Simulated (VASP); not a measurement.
# Ti in VASP: notebook

Ti is run at these levels: LDA; tasks: electric field gradients.

Program: VASP 6.6.1. These are calculated values, not measurements. Logs are shortened: lines on timing, memory, paths and dates and some standing lists are left out, and cuts for length are marked.

## (1) The cell of the first run

Symmetry: I4/mmm, No. 139, tetragonal system. The conventional cell has a = 2.900 Å, b = 2.900 Å, c = 4.060 Å, α = 90.00°, β = 90.00°, γ = 90.00°. Ti (site symmetry 4/mmm) has 12 Ti at 2.89 to 2.90 Å within 3.8 Å.

## (2) Electric field gradients, LDA (equal xx and yy strain of +1 %)

File INCAR:

```
PREC     = Accurate       # precision mode
ENCUT    = 520            # plane-wave cutoff, eV
EDIFF    = 1E-8           # SCF threshold, eV
ISMEAR   = -1             # smearing method
SIGMA    = 0.05           # smearing width, eV
LREAL    = False          # projectors in reciprocal space
LASPH    = True           # aspherical terms in the spheres
NELM     = 80             # most SCF steps
ALGO     = Normal         # electronic algorithm
ISIF     = 2              # what is computed and relaxed
LWAVE    = False          # write WAVECAR
LCHARG   = False          # write CHGCAR
LEFG     = True         
NBANDS   = 12             # bands
```

File KPOINTS:

```
Automatic mesh
0
Gamma
  14 14 14
```

File POSCAR:

```
Ti
1.0
    0.0000000000      2.0503000000      2.0300000000
    2.0503000000      0.0000000000      2.0300000000
    2.0503000000      2.0503000000      0.0000000000
Ti
1
Direct
    0.0000000000      0.0000000000      0.0000000000
```

Potentials or basis: VASP PAW LDA potentials, release 64 (Ti_sv).

Started as:

```sh
$ cat potpaw_LDA.64/Ti_sv/POTCAR > POTCAR
$ mpirun -np 1 vasp_std > vasp.out
```

OUTCAR:

```text
PREC = Accurate
   ENCUT = 520
   EDIFF = 1E-8
   ISMEAR = -1
   LREAL = False
   LASPH = True
   NELM = 80
   ISIF = 2

 ion  position               nearest neighbor table
   1  0.000  0.000  0.000-

  LATTYP: Found a body centered tetragonal cell.
 ALAT       =     2.8995620669
 C/A-ratio  =     1.4002114479

  Lattice vectors:

 A1 = (   0.0000000000,  -2.0503000000,  -2.0300000000)
 A2 = (   0.0000000000,   2.0503000000,  -2.0300000000)
 A3 = (   2.0503000000,   0.0000000000,   2.0300000000)

Analysis of symmetry for initial positions (statically):
=====================================================================
 Subroutine PRICEL returns:
 Original cell was already a primitive cell.

 Routine SETGRP: Setting up the symmetry group for a
 body centered tetragonal supercell.

 Subroutine GETGRP returns: Found 16 space group operations
 (whereof 16 operations were pure point group operations)
 out of a pool of 16 trial point group operations.

The static configuration has the point symmetry D_4h.

Analysis of symmetry for dynamics (positions and initial velocities):
=====================================================================
 Subroutine PRICEL returns:
 Original cell was already a primitive cell.

 Routine SETGRP: Setting up the symmetry group for a
 body centered tetragonal supercell.

 Subroutine GETGRP returns: Found 16 space group operations
 (whereof 16 operations were pure point group operations)
 out of a pool of 16 trial point group operations.

The dynamic configuration has the point symmetry D_4h.

 Subroutine INISYM returns: Found 16 space group operations
 (whereof 16 operations are pure point group operations),
 and found     1 'primitive' translations

----------------------------------------------------------------------------------------

                                     Primitive cell

  volume of cell :      17.0671

  direct lattice vectors                    reciprocal lattice vectors
     0.000000000  2.050300000  2.030000000    -0.243866751  0.243866751  0.246305419
     2.050300000  0.000000000  2.030000000     0.243866751 -0.243866751  0.246305419
     2.050300000  2.050300000  0.000000000     0.243866751  0.243866751 -0.246305419

  length of vectors
     2.885243506  2.885243506  2.899562067     0.423802246  0.423802246  0.423802246

  position of ions in fractional coordinates (direct lattice)
     0.000000000  0.000000000  0.000000000

  ion indices of the primitive-cell ions
   primitive index   ion index
                 1           1

----------------------------------------------------------------------------------------

 KPOINTS: Automatic mesh

Automatic generation of k-mesh.
 Grid dimensions read from file:
 generate k-points for:   14   14   14

 Generating k-lattice:

  Cartesian coordinates                     Fractional coordinates (reciprocal lattice)
    -0.017419054  0.017419054  0.017593244     0.071428571 -0.000000000  0.000000000
     0.017419054 -0.017419054  0.017593244    -0.000000000  0.071428571  0.000000000
     0.017419054  0.017419054 -0.017593244     0.000000000  0.000000000  0.071428571

  Length of vectors
     0.030271589  0.030271589  0.030271589

  Shift w.r.t. Gamma in fractional coordinates (k-lattice)
     0.000000000  0.000000000  0.000000000

 Subroutine IBZKPT returns following result:
 ===========================================

 Found    244 irreducible k-points:

 Following reciprocal coordinates:
            Coordinates               Weight
  0.000000  0.000000  0.000000      1.000000
  0.071429 -0.000000  0.000000      8.000000
  0.142857 -0.000000  0.000000      8.000000
  0.214286 -0.000000  0.000000      8.000000
  0.285714 -0.000000  0.000000      8.000000
  0.357143 -0.000000  0.000000      8.000000
[... 16 lines left out ...]
  0.214286  0.142857  0.000000      8.000000
  0.285714  0.142857  0.000000      8.000000
 [... further k-points ...]
   k-points           NKPTS =    244   k-points in BZ     NKDIM =    244   number of bands    NBANDS=     12
   number of dos      NEDOS =    301   number of ions     NIONS =      1
   total plane-waves  NPLWV =  13824
   dimension x,y,z NGX =    24 NGY =   24 NGZ =   24
   dimension x,y,z NGXF=    48 NGYF=   48 NGZF=   48
   ions per type =               1
   NGX,Y,Z   is equivalent  to a cutoff of  13.83, 13.83, 13.76 a.u.
   NGXF,Y,Z  is equivalent  to a cutoff of  27.66, 27.66, 27.52 a.u.
 SYSTEM =  unknown system
   PREC   = accura    normal or accurate (medium, high low for compatibility)
   ISTART =      0    job   : 0-new  1-cont  2-samecut
   ICHARG =      2    charge: 1-file 2-atom 10-const
   ISPIN  =      1    spin polarized calculation?
   LNONCOLLINEAR =      F non collinear calculations
   LSORBIT =      F    spin-orbit coupling
   LASPH  =      T    aspherical Exc in radial PAW
   ENCUT  =  520.0 eV  38.22 Ry    6.18 a.u.   5.36  5.36  5.39*2*pi/ulx,y,z
   NELM   =     80;   NELMIN=  2; NELMDL= -5     # of ELM steps
   EDIFF  = 0.1E-07   stopping-criterion for ELM
   LREAL  =      F    real-space projection
   EDIFFG = 0.1E-06   stopping-criterion for IOM
   NSW    =      0    number of steps for IOM
   IBRION =     -1    ionic relax: 0-MD 1-quasi-New 2-CG
   NFREE  =      0    steps in history (QN), initial steepest desc. (CG)
   ISIF   =      2    stress and relaxation
   ISYM   =      2    0-nonsym 1-usesym 2-fastsym
   POTIM  = 0.5000    time-step for ionic-motion
   TEBEG  =    0.0;   TEEND  =   0.0 temperature during run
   PSTRESS=    0.0 pullay stress
   NELECT =      12.0000    total number of electrons
   NUPDOWN=      -1.0000    fix difference up-down
   EMIN   =  10.00;   EMAX   =-10.00  energy-range for DOS
   EFERMI =   0.00;   METHOD = LEGACY
   ISMEAR =    -1;   SIGMA  =   0.05  broadening in eV -4-tet -1-fermi 0-gaus
   EFERMI_NEDOS =   21; number of points for ismear=-14 and -15
   IALGO  =     38    algorithm
   IMIX   =      4    mixing-type and parameters
     AMIX     =   0.40;   BMIX     =  1.00
     AMIX_MAG =   1.60;   BMIX_MAG =  1.00
  volume/ion in A,a.u.               =      17.07       115.17
  Fermi-wavevector in a.u.,A,eV,Ry     =   1.455733  2.750936 28.832889  2.119158
  Thomas-Fermi vector in A             =   2.572733
   LORBIT       =      0    0 simple, 1 ext, 2 COOP (PROOUT), +10 PAW based schemes
   GGA     = CA    functional components
   LHFCALC =     F    Hartree Fock is set to
   AEXX    =    0.0000 exact exchange contribution
   IVDW    =     0    specifies the selected vdW correction
   LEPSILON=     F    determine dielectric tensor
   LRPA    =     F    only Hartree local field effects (RPA)
 non-spin polarized calculation
  energy-cutoff  :      520.00
  volume of cell :       17.07
 maximum number of plane-waves:       475
 NGX is ok and might be reduce to    24
   NGX = 11   NGY = 11   NGZ = 11

 number of electron      12.0000003 magnetization

 Free energy of the ion-electron system (eV)
  ---------------------------------------------------
  ext. energy  EPLUGINS =         0.00000000
  ---------------------------------------------------
  free energy    TOTEN  =        -8.48085691 eV

  energy without entropy =       -8.46557344  energy(sigma->0) =       -8.47321518

 E-fermi :   8.1652     XC(G=0): -11.8685

 val. band max:        8.1619838064   @ k =  -0.2857   0.1429   0.4286
 cond. band min:       8.1672715876   @ k =  -0.2143   0.2857   0.1429
 fundamental gap:      0.0052877812
 Fermi energy:         8.1652120825

 k-point     1 :       0.0000    0.0000    0.0000
  band No.  band energies     occupation
      1     -47.8217      2.00000
      2     -24.0301      2.00000
      3     -24.0301      2.00000
      4     -24.0284      2.00000
      5       2.1120      2.00000
      6       8.9976      0.00000
      7       8.9976      0.00000
      8       9.0776      0.00000
      9      10.6211      0.00000
     10      10.7134      0.00000
     11      23.6157      0.00000
     12      28.0113      0.00000

 k-point     2 :       0.0714   -0.0000    0.0000
  band No.  band energies     occupation
      1     -47.8149      2.00000
      2     -24.0672      2.00000
      3     -24.0350      2.00000
      4     -24.0334      2.00000
      5       2.2800      2.00000
      6       8.9158      0.00000
      7       9.0581      0.00000
      8       9.1180      0.00000
      9      10.5844      0.00000
     10      10.6728      0.00000
     11      23.7536      0.00000
     12      26.8678      0.00000
[... 316 lines left out ...]
 k-point    24 :       0.2857    0.1429    0.0000
  band No.  band energies     occupation
      1     -47.7387      2.00000
      2     -24.3988      2.00000
      3     -24.1299      2.00000
      4     -24.1182      2.00000
      5       4.2747      2.00000
      6       7.8878      1.99224
      7       9.1987      0.00000
      8       9.6387      0.00000
      9      10.4460      0.00000
     10      11.1719      0.00000
     11      21.9431      0.00000
     12      24.4899      0.00000

 [... further k-points ...]
[... 5 lines left out ...]
  --------------------------------------------------------------------------------------
  -------------------------------------------------------------------------------------
  Total       -0.7534874     -0.7534874     -0.7266967      0.0000000      0.0000000      0.0000000
  in kB      -70.7335899    -70.7335899    -68.2186142      0.0000000      0.0000000      0.0000000
  external PRESSURE =     -69.8952646 kB  Pullay stress =       0.0000000 kB

 VOLUME and BASIS-vectors are now :
 -----------------------------------------------------------------------------
  energy-cutoff  :      520.00
  volume of cell :       17.07
      direct lattice vectors                 reciprocal lattice vectors
     0.000000000  2.050300000  2.030000000    -0.243866751  0.243866751  0.246305419
     2.050300000  0.000000000  2.030000000     0.243866751 -0.243866751  0.246305419
     2.050300000  2.050300000  0.000000000     0.243866751  0.243866751 -0.246305419

 POSITION                                       TOTAL-FORCE (eV/Angst)
 -----------------------------------------------------------------------------------
      0.00000      0.00000      0.00000         0.000000      0.000000      0.000000
 -----------------------------------------------------------------------------------
    total drift:                                0.000000     -0.000000     -0.000000

  FREE ENERGIE OF THE ION-ELECTRON SYSTEM (eV)
  ---------------------------------------------------
  free  energy   TOTEN  =        -8.4808569094 eV

  energy  without entropy=       -8.4655734428  energy(sigma->0) =       -8.47321518

 Electric field gradients (V/A^2)
---------------------------------------------------------------------
 ion       V_xx      V_yy      V_zz      V_xy      V_xz      V_yz
---------------------------------------------------------------------
   1      -0.513    -0.513     1.026    -0.000    -0.000    -0.000
---------------------------------------------------------------------

 Electric field gradients after diagonalization (V/A^2)
 (convention: |V_zz| > |V_xx| > |V_yy|)
----------------------------------------------------------------------
 ion       V_xx      V_yy      V_zz     asymmetry (V_yy - V_xx)/ V_zz
----------------------------------------------------------------------
   1      -0.513    -0.513     1.026       0.000
----------------------------------------------------------------------

           NMR quadrupolar parameters

 Cq : quadrupolar parameter    Cq=e*Q*V_zz/h
 eta: asymmetry parameters     (V_yy - V_xx)/ V_zz
 Q  : nuclear electric quadrupole moment in mb (millibarn)
----------------------------------------------------------------------
 ion       Cq(MHz)       eta       Q (mb)
----------------------------------------------------------------------
   1       0.002       0.000       1.000
----------------------------------------------------------------------
```

It took 68 s on 1 thread of Intel Xeon 8259CL, shared host; peak memory 0.17 GiB.

What came out:

| Property | Result |
| --- | --- |
| Free energy | -8.4809 eV |
| Pressure | -7.0 GPa |
| Band gap on the k mesh | zero (bands 6 and 7 overlap by 1.26 eV) |
| Largest electric field gradient by atom | Ti +1.0 V/Å² |

Stress tensor (GPa, compression positive):
```
-7.07  0.00  0.00
 0.00 -7.07  0.00
 0.00  0.00 -6.82
```

Levels at points of the mesh, in eV from the Fermi level:
```
           k point  band 3  band 4  band 5  band 6  band 7  band 8  band 9  band 10
(0.00, 0.00, 0.00)  -32.20  -32.19   -6.05    0.83    0.83    0.91    2.46     2.55
(0.50, 0.00, 0.00)  -32.29  -32.28   -2.62    0.68    0.77    0.79    3.61     3.65
(0.50, 0.50, 0.00)  -32.46  -32.46   -2.63   -1.78    3.12    3.60    3.93     3.93
(0.50, 0.00, 0.50)  -32.45  -32.44   -2.64   -1.76    2.94    3.60    3.90     3.96
```

Electric field gradients, principal values (V/Å²):
| atom | least | middle | greatest (by size) |
| --- | --- | --- | --- |
| 1 Ti | -0.513 | -0.513 | 1.026 |

Caveat: the cell differs from its parent crystal (equal xx and yy strain of +1 %); the cell stands under tension; without QUAD_EFG the Cq values of the log hold for a quadrupole moment of 1 mb, not for the nuclei.

[end of part 1 of 2]
